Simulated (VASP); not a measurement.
# TaN (CsCl type) (Pm-3m) in VASP: a series of runs

TaN (CsCl type) is run at these levels: PBE; tasks: single point.

Program: VASP 6.6.1. These are calculated values, not measurements. Logs are shortened: lines on timing, memory, paths and dates and some standing lists are left out, and cuts for length are marked.

## 1. The cell of the first run

It takes space group Pm-3m (No. 221, cubic). The conventional cell has a = 2.750 Å, b = 2.750 Å, c = 2.750 Å, α = 90.00°, β = 90.00°, γ = 90.00°. Within 3.1 Å of Ta (site symmetry m-3m) lie 8 N at 2.38 Å and 6 Ta at 2.75 Å. N (site symmetry m-3m) has 8 Ta at 2.38 Å and 6 N at 2.75 Å within 3.1 Å.

## 2. Single point, PBE

INCAR

```
PREC = Accurate
ENCUT = 520
EDIFF = 1E-6
ISMEAR = -1
SIGMA = 0.05
LREAL = False
LASPH = True
NELM = 80
ALGO = Normal
ISIF = 2
LWAVE = False
LCHARG = True
GGA = PE
LELF = True
LVHAR = True
NBANDS = 15
```

KPOINTS

```
Automatic mesh
0
Gamma
  14 14 14
```

POSCAR

```
TaN
1.0
    2.7498342164      0.0000000000      0.0000000000
    0.0000000000      2.7498342164      0.0000000000
    0.0000000000      0.0000000000      2.7498342164
Ta N
1 1
Direct
    0.0000000000      0.0000000000      0.0000000000
    0.5000000000      0.5000000000      0.5000000000
```

Potentials or basis: VASP PAW PBE potentials, release 64 (Ta_pv, N).

On the command line:

```bash
cat potpaw_PBE.64/Ta_pv/POTCAR potpaw_PBE.64/N/POTCAR > POTCAR
mpirun -np 1 vasp_std > vasp.out
```

OUTCAR:

```text
PREC = Accurate
   ENCUT = 520
   EDIFF = 1E-6
   ISMEAR = -1
   LREAL = False
   LASPH = True
   NELM = 80
   ISIF = 2
   GGA = PE

 ion  position               nearest neighbor table
   1  0.000  0.000  0.000-   2 2.38   2 2.38   2 2.38   2 2.38   2 2.38   2 2.38   2 2.38   2 2.38

   2  0.500  0.500  0.500-   1 2.38   1 2.38   1 2.38   1 2.38   1 2.38   1 2.38   1 2.38   1 2.38

  LATTYP: Found a simple cubic cell.
 ALAT       =     2.7498342164

  Lattice vectors:

 A1 = (   2.7498342164,   0.0000000000,   0.0000000000)
 A2 = (   0.0000000000,   2.7498342164,   0.0000000000)
 A3 = (   0.0000000000,   0.0000000000,   2.7498342164)

Analysis of symmetry for initial positions (statically):
=====================================================================
 Subroutine PRICEL returns:
 Original cell was already a primitive cell.

 Routine SETGRP: Setting up the symmetry group for a
 simple cubic supercell.

 Subroutine GETGRP returns: Found 48 space group operations
 (whereof 48 operations were pure point group operations)
 out of a pool of 48 trial point group operations.

The static configuration has the point symmetry O_h .

Analysis of symmetry for dynamics (positions and initial velocities):
=====================================================================
 Subroutine PRICEL returns:
 Original cell was already a primitive cell.

 Routine SETGRP: Setting up the symmetry group for a
 simple cubic supercell.

 Subroutine GETGRP returns: Found 48 space group operations
 (whereof 48 operations were pure point group operations)
 out of a pool of 48 trial point group operations.

The dynamic configuration has the point symmetry O_h .

 Subroutine INISYM returns: Found 48 space group operations
 (whereof 48 operations are pure point group operations),
 and found     1 'primitive' translations

----------------------------------------------------------------------------------------

                                     Primitive cell

  volume of cell :      20.7931

  direct lattice vectors                    reciprocal lattice vectors
     2.749834216  0.000000000  0.000000000     0.363658287  0.000000000  0.000000000
     0.000000000  2.749834216  0.000000000     0.000000000  0.363658287  0.000000000
     0.000000000  0.000000000  2.749834216     0.000000000  0.000000000  0.363658287

  length of vectors
     2.749834216  2.749834216  2.749834216     0.363658287  0.363658287  0.363658287

  position of ions in fractional coordinates (direct lattice)
     0.000000000  0.000000000  0.000000000
     0.500000000  0.500000000  0.500000000

  ion indices of the primitive-cell ions
   primitive index   ion index
                 1           1
                 2           2

----------------------------------------------------------------------------------------

 KPOINTS: Automatic mesh

Automatic generation of k-mesh.
 Grid dimensions read from file:
 generate k-points for:   14   14   14

 Generating k-lattice:

  Cartesian coordinates                     Fractional coordinates (reciprocal lattice)
     0.025975592  0.000000000  0.000000000     0.071428571  0.000000000  0.000000000
     0.000000000  0.025975592  0.000000000     0.000000000  0.071428571  0.000000000
     0.000000000  0.000000000  0.025975592     0.000000000  0.000000000  0.071428571

  Length of vectors
     0.025975592  0.025975592  0.025975592

  Shift w.r.t. Gamma in fractional coordinates (k-lattice)
     0.000000000  0.000000000  0.000000000

 Subroutine IBZKPT returns following result:
 ===========================================

 Found    120 irreducible k-points:

 Following reciprocal coordinates:
            Coordinates               Weight
  0.000000  0.000000  0.000000      1.000000
  0.071429  0.000000  0.000000      6.000000
  0.142857  0.000000  0.000000      6.000000
  0.214286  0.000000  0.000000      6.000000
  0.285714  0.000000  0.000000      6.000000
  0.357143  0.000000  0.000000      6.000000
[... 16 lines left out ...]
  0.285714  0.214286  0.000000     24.000000
  0.357143  0.214286  0.000000     24.000000
 [... further k-points ...]
   k-points           NKPTS =    120   k-points in BZ     NKDIM =    120   number of bands    NBANDS=     15
   number of dos      NEDOS =    301   number of ions     NIONS =      2
   total plane-waves  NPLWV =   8000
   dimension x,y,z NGX =    20 NGY =   20 NGZ =   20
   dimension x,y,z NGXF=    40 NGYF=   40 NGZF=   40
   ions per type =               1   1
   NGX,Y,Z   is equivalent  to a cutoff of  12.09, 12.09, 12.09 a.u.
   NGXF,Y,Z  is equivalent  to a cutoff of  24.18, 24.18, 24.18 a.u.
 SYSTEM =  unknown system
   PREC   = accura    normal or accurate (medium, high low for compatibility)
   ISTART =      0    job   : 0-new  1-cont  2-samecut
   ICHARG =      2    charge: 1-file 2-atom 10-const
   ISPIN  =      1    spin polarized calculation?
   LNONCOLLINEAR =      F non collinear calculations
   LSORBIT =      F    spin-orbit coupling
   LASPH  =      T    aspherical Exc in radial PAW
   ENCUT  =  520.0 eV  38.22 Ry    6.18 a.u.   5.11  5.11  5.11*2*pi/ulx,y,z
   NELM   =     80;   NELMIN=  2; NELMDL= -5     # of ELM steps
   EDIFF  = 0.1E-05   stopping-criterion for ELM
   LREAL  =      F    real-space projection
   EDIFFG = 0.1E-04   stopping-criterion for IOM
   NSW    =      0    number of steps for IOM
   IBRION =     -1    ionic relax: 0-MD 1-quasi-New 2-CG
   NFREE  =      0    steps in history (QN), initial steepest desc. (CG)
   ISIF   =      2    stress and relaxation
   ISYM   =      2    0-nonsym 1-usesym 2-fastsym
   POTIM  = 0.5000    time-step for ionic-motion
   TEBEG  =    0.0;   TEEND  =   0.0 temperature during run
   PSTRESS=    0.0 pullay stress
   NELECT =      16.0000    total number of electrons
   NUPDOWN=      -1.0000    fix difference up-down
   EMIN   =  10.00;   EMAX   =-10.00  energy-range for DOS
   EFERMI =   0.00;   METHOD = LEGACY
   ISMEAR =    -1;   SIGMA  =   0.05  broadening in eV -4-tet -1-fermi 0-gaus
   EFERMI_NEDOS =   21; number of points for ismear=-14 and -15
   IALGO  =     38    algorithm
   IMIX   =      4    mixing-type and parameters
     AMIX     =   0.40;   BMIX     =  1.00
     AMIX_MAG =   1.60;   BMIX_MAG =  1.00
  volume/ion in A,a.u.               =      10.40        70.16
  Fermi-wavevector in a.u.,A,eV,Ry     =   1.500174  2.834918 30.620213  2.250522
  Thomas-Fermi vector in A             =   2.611709
   LORBIT       =      0    0 simple, 1 ext, 2 COOP (PROOUT), +10 PAW based schemes
   GGA     = PE    functional components
[... 5 lines left out ...]
 non-spin polarized calculation
  energy-cutoff  :      520.00
  volume of cell :       20.79
 maximum number of plane-waves:       587
   NGX = 11   NGY = 11   NGZ = 11

 number of electron      16.0000010 magnetization

 Free energy of the ion-electron system (eV)
  ---------------------------------------------------
  ext. energy  EPLUGINS =         0.00000000
  ---------------------------------------------------
  free energy    TOTEN  =       -20.86552771 eV

  energy without entropy =      -20.86445332  energy(sigma->0) =      -20.86499052

 E-fermi :   9.3453     XC(G=0): -13.6238

 val. band max:        9.1718797495   @ k =   0.2143   0.2143   0.0714
 cond. band min:       9.3667131723   @ k =   0.2857   0.2143   0.2143
 fundamental gap:      0.1948334228
 Fermi energy:         9.3453385859

 k-point     1 :       0.0000    0.0000    0.0000
  band No.  band energies     occupation
      1     -25.9559      2.00000
      2     -25.9559      2.00000
      3     -25.9559      2.00000
      4      -8.9965      2.00000
      5       4.4885      2.00000
      6       4.4885      2.00000
      7       6.5856      2.00000
      8       6.5856      2.00000
      9       6.5856      2.00000
     10      11.4810      0.00000
     11      13.1518      0.00000
     12      13.1518      0.00000
     13      13.1519      0.00000
     14      22.0375      0.00000
     15      26.8956      0.00000

 k-point     2 :       0.0714    0.0000    0.0000
  band No.  band energies     occupation
      1     -26.0239      2.00000
      2     -25.9499      2.00000
      3     -25.9499      2.00000
      4      -8.8914      2.00000
      5       4.3355      2.00000
      6       4.5387      2.00000
      7       6.4782      2.00000
      8       6.4782      2.00000
      9       6.5854      2.00000
     10      11.8432      0.00000
     11      13.1786      0.00000
     12      13.2090      0.00000
     13      13.2090      0.00000
     14      22.0376      0.00000
     15      25.9563      0.00000

 k-point     3 :       0.1429    0.0000    0.0000
  band No.  band energies     occupation
      1     -26.2107      2.00000
      2     -25.9331      2.00000
      3     -25.9331      2.00000
      4      -8.5910      2.00000
      5       3.6753      2.00000
      6       4.6830      2.00000
      7       6.1865      2.00000
      8       6.1865      2.00000
      9       7.0172      2.00000
     10      12.6856      0.00000
     11      13.2542      0.00000
     12      13.3713      0.00000
     13      13.3713      0.00000
     14      22.0374      0.00000
     15      24.2293      0.00000

 k-point     4 :       0.2143    0.0000    0.0000
  band No.  band energies     occupation
      1     -26.4716      2.00000
      2     -25.9088      2.00000
      3     -25.9088      2.00000
      4      -8.1338      2.00000
      5       2.6120      2.00000
      6       4.9028      2.00000
      7       5.7872      2.00000
      8       5.7872      2.00000
      9       8.0815      2.00000
     10      13.3659      0.00000
     11      13.6146      0.00000
     12      13.6146      0.00000
     13      13.6711      0.00000
     14      22.0370      0.00000
     15      22.5128      0.00000
[... 307 lines left out ...]
 k-point    22 :       0.2143    0.2143    0.0000
  band No.  band energies     occupation
      1     -26.4397      2.00000
      2     -26.3747      2.00000
      3     -25.8640      2.00000
      4      -7.5435      2.00000
      5       2.3889      2.00000
      6       3.8842      2.00000
      7       5.7195      2.00000
      8       6.5059      2.00000
      9       9.4079      0.44477
     10      11.7202      0.00000
     11      11.7211      0.00000
     12      14.3682      0.00000
     13      15.9893      0.00000
     14      22.0375      0.00000
     15      23.6140      0.00000

 k-point    23 :       0.2857    0.2143    0.0000
  band No.  band energies     occupation
      1     -26.6802      2.00000
      2     -26.3668      2.00000
      3     -25.8381      2.00000
      4      -7.1942      2.00000
      5       1.7714      2.00000
      6       3.8852      2.00000
      7       5.6238      2.00000
      8       6.6838      2.00000
      9      10.4055      0.00000
     10      11.4951      0.00000
     11      11.6861      0.00000
     12      14.1255      0.00000
     13      16.4392      0.00000
     14      22.0373      0.00000
     15      23.0821      0.00000

 k-point    24 :       0.3571    0.2143    0.0000
  band No.  band energies     occupation
      1     -26.9124      2.00000
      2     -26.3352      2.00000
      3     -25.8147      2.00000
      4      -6.8643      2.00000
      5       1.1553      2.00000
      6       3.9467      2.00000
      7       5.5014      2.00000
      8       6.6587      2.00000
      9      11.5291      0.00000
     10      11.6200      0.00000
     11      11.8842      0.00000
     12      13.7017      0.00000
     13      16.9131      0.00000
     14      22.0350      0.00000
     15      22.3959      0.00000

 [... further k-points ...]
[... 5 lines left out ...]
  --------------------------------------------------------------------------------------
  -------------------------------------------------------------------------------------
  Total        0.0909862      0.0909862      0.0909862      0.0000000      0.0000000     -0.0000000
  in kB        7.0107871      7.0107871      7.0107871      0.0000000      0.0000000     -0.0000000
  external PRESSURE =       7.0107871 kB  Pullay stress =       0.0000000 kB

 VOLUME and BASIS-vectors are now :
 -----------------------------------------------------------------------------
  energy-cutoff  :      520.00
  volume of cell :       20.79
      direct lattice vectors                 reciprocal lattice vectors
     2.749834216  0.000000000  0.000000000     0.363658287  0.000000000  0.000000000
     0.000000000  2.749834216  0.000000000     0.000000000  0.363658287  0.000000000
     0.000000000  0.000000000  2.749834216     0.000000000  0.000000000  0.363658287

 POSITION                                       TOTAL-FORCE (eV/Angst)
 -----------------------------------------------------------------------------------
      0.00000      0.00000      0.00000         0.000000      0.000000      0.000000
      1.37492      1.37492      1.37492         0.000000      0.000000      0.000000
 -----------------------------------------------------------------------------------
    total drift:                                0.000000      0.000000      0.000000

  FREE ENERGIE OF THE ION-ELECTRON SYSTEM (eV)
  ---------------------------------------------------
  free  energy   TOTEN  =       -20.8655277140 eV

  energy  without entropy=      -20.8644533190  energy(sigma->0) =      -20.86499052
```

Run time: 16 s. Hardware: 1 thread of Intel Xeon Platinum 8559C (Emerald Rapids), shared host; peak memory 0.15 GiB.

Results:

| Property | Result |
| --- | --- |
| Free energy | -20.8655 eV |
| Pressure | 0.7 GPa |
| Band gap on the k mesh | zero (band 8 reaches 15.34 eV, above the bottom of band 9 at 6.59 eV) |

Levels at points of the mesh, in eV from the Fermi level:
```
           k point  band 4  band 5  band 6  band 7  band 8  band 9  band 10  band 11  band 12  band 13
(0.00, 0.00, 0.00)  -18.34   -4.86   -4.86   -2.76   -2.76   -2.76     2.14     3.81     3.81     3.81
(0.50, 0.00, 0.00)  -15.68  -10.00   -4.65   -4.65   -3.67    3.73     4.38     5.12     5.12     8.24
(0.50, 0.50, 0.00)  -16.25   -5.98   -5.98   -3.77   -2.11    0.63     0.63     0.67     6.67    11.08
(0.50, 0.50, 0.50)  -14.27   -9.05   -9.05   -9.05    6.00    6.00     6.00     6.96     6.96     8.05
```

Caveat: spin-orbit coupling is left out, which moves the levels of the heavy elements.

## 3. Single point, PBE

INCAR

```
SYSTEM = TaN
PREC     = Accurate       ! precision mode
ENCUT    = 520            ! plane-wave cutoff, eV
EDIFF    = 1E-6           ! SCF threshold, eV
ISMEAR   = -1             ! smearing method
SIGMA    = 0.05           ! smearing width, eV
LREAL    = .False.        ! projectors in reciprocal space
LASPH    = .True.         ! aspherical terms in the spheres
NELM     = 80             ! most SCF steps
ALGO     = Normal         ! electronic algorithm
ISIF     = 2              ! what is computed and relaxed
LWAVE    = .False.        ! write WAVECAR
LCHARG   = .False.        ! write CHGCAR
GGA      = PE             ! functional
NBANDS   = 15             ! bands
```

KPOINTS

```
Automatic mesh
0
Gamma
  14 14 14
  0 0 0
```

POSCAR is that of step 2.

Potentials or basis: VASP PAW PBE potentials, release 64 (Ta_pv, N).

On the command line:

```bash
cat potpaw_PBE.64/Ta_pv/POTCAR potpaw_PBE.64/N/POTCAR > POTCAR
mpirun -np 1 vasp_std > vasp.out
```

Run time: 14 s. Hardware: 1 thread of Intel Xeon Platinum 8559C (Emerald Rapids), shared host; peak memory 0.15 GiB.

It converged, with:

```yaml
Free_energy: -20.8655 eV
Pressure: 0.7 GPa
Band_gap_on_the_k_mesh: zero (band 8 reaches 15.34 eV, above the bottom of band 9 at 6.59 eV)
```

Levels at points of the mesh, in eV from the Fermi level:
```tsv
k point	band 5	band 6	band 7	band 8	band 9	band 10	band 11	band 12
(0.00, 0.00, 0.00)	-4.86	-4.86	-2.76	-2.76	-2.76	2.14	3.81	3.81
(0.50, 0.00, 0.00)	-10.00	-4.65	-4.65	-3.67	3.73	4.38	5.12	5.12
(0.50, 0.50, 0.00)	-5.98	-5.98	-3.77	-2.11	0.63	0.63	0.67	6.67
(0.50, 0.50, 0.50)	-9.05	-9.05	-9.05	6.00	6.00	6.00	6.96	6.96
```

Caveat: spin-orbit coupling is left out, which moves the levels of the heavy elements.
